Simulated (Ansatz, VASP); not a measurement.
# CuO in VASP and in Ansatz

The input INCAR:

```
SYSTEM = CuO
PREC = Accurate
ENCUT = 520
EDIFF = 1E-7
ISMEAR = -1
SIGMA = 0.05
LREAL = .False.
LASPH = .True.
NELM = 60
ALGO = Normal
ISIF = 2
LWAVE = .False.
LCHARG = .False.
GGA = CA
NBANDS = 25
```

The input KPOINTS:

```
regular mesh
0
Gamma
  9 9 5
  0 0 0
```

Contents of POSCAR:

```
CuO
1.0
    1.9776053960     -2.1390962088      0.0000000000
    1.9776053960      2.1390962088      0.0000000000
    0.0000000000      0.0000000000      5.1213234137
Cu O
2 2
Direct
    0.5000000000      0.0000000000      0.0000000000
    0.0000000000      0.5000000000      0.5000000000
    0.5000000000      0.5000000000      0.2500000000
    0.5000000000      0.5000000000      0.7500000000
```

The input input.yaml:

```yaml
crystal:
  lattice:
    - [1.977605396, -2.1390962088, 0.0]
    - [1.977605396, 2.1390962088, 0.0]
    - [0.0, 0.0, 5.1213234137]
  atoms:
    - { symbol: Cu, position: [0.5, 0.0, 0.0] }
    - { symbol: Cu, position: [0.0, 0.5, 0.5] }
    - { symbol: O, position: [0.5, 0.5, 0.25] }
    - { symbol: O, position: [0.5, 0.5, 0.75] }
hamiltonian:
  xc: lda
  pseudopotentials: { kind: paw }
kpoints:
  mp_grid: { grid: [9, 9, 5] }
scf:
  occupations: { method: fermi_dirac, width: 0.05 }
output:
  forces: true
  stress: true
  eigenvalues: true
  write_density: true
  write_potential: true
  elf: true
  volumetric_format: npy
```

Alike in both runs: task single point; functional LDA; k mesh 9 × 9 × 5; occupations fermi-dirac, width 0.05 eV; no spin polarisation.

|  | VASP | Ansatz |
| --- | --- | --- |
| version | VASP 6.6.1 | Ansatz 0.2.0 |
| potentials or method | VASP PAW LDA potentials, release 64 (Cu, O) | Ansatz PAW |
| plane-wave cutoff (eV) | 520 | 420 |
| valence electrons in the cell | 34 | 50 |

```tsv
	VASP	Ansatz	Ansatz less VASP
gap on the k mesh at the Fermi level (eV)	none	none	-
pressure (GPa)	-8.5	-9.3	-0.85
traceless stress, the component that is largest in VASP (GPa)	1.78	2.04	+0.255
```

LDA's correlation is that of Perdew and Zunger in VASP and of Perdew and Wang (1992) in Ansatz. A gap of «none» marks a metal or a gap that the smearing closes. VASP's potentials hold 34 valence electrons a cell and Ansatz's 50, so a difference there can come from the potentials and not from the codes.
